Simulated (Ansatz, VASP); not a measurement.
**Two plane-wave programs on Ta**

```
CELL_PARAMETERS angstrom
-1.58003 1.64023 1.55822
1.58003 -1.64023 1.55822
1.58003 1.64023 -1.55822
ATOMIC_POSITIONS crystal
Ta 0.00000 0.00000 0.00000
```

Change from the starting cell: normal strain along x -0.0367, normal strain along z -0.0500.

Alike in both runs: task single point; functional PBEsol; k mesh 20 × 20 × 20; occupations gaussian, width 0.15 eV; no spin polarisation.

|  | VASP | Ansatz |
| --- | --- | --- |
| version | VASP 6.6.1 | Ansatz 0.2.0 |
| potentials or method | VASP PAW PBE potentials, release 64 (Ta_pv), cutoff 520 eV | scalar-relativistic, plane waves, PAW |
| valence electrons in the cell | 11 | 13 |

```csv
,VASP,Ansatz,Ansatz less VASP
gap on the k mesh at the Fermi level (eV),none,none,-
pressure (GPa),22.8,22.3,-0.50
"traceless stress, the component that is largest in VASP (GPa)",-4.47,-4.46,+0.007
```

VASP's potentials were made for PBE, not for PBEsol, and Ansatz warns of the same on its side. A gap of «none» marks a metal or a gap that the smearing closes. VASP's potentials hold 11 valence electrons a cell and Ansatz's 13, so a difference there can come from the potentials and not from the codes.

Neither program's run includes spin-orbit coupling.
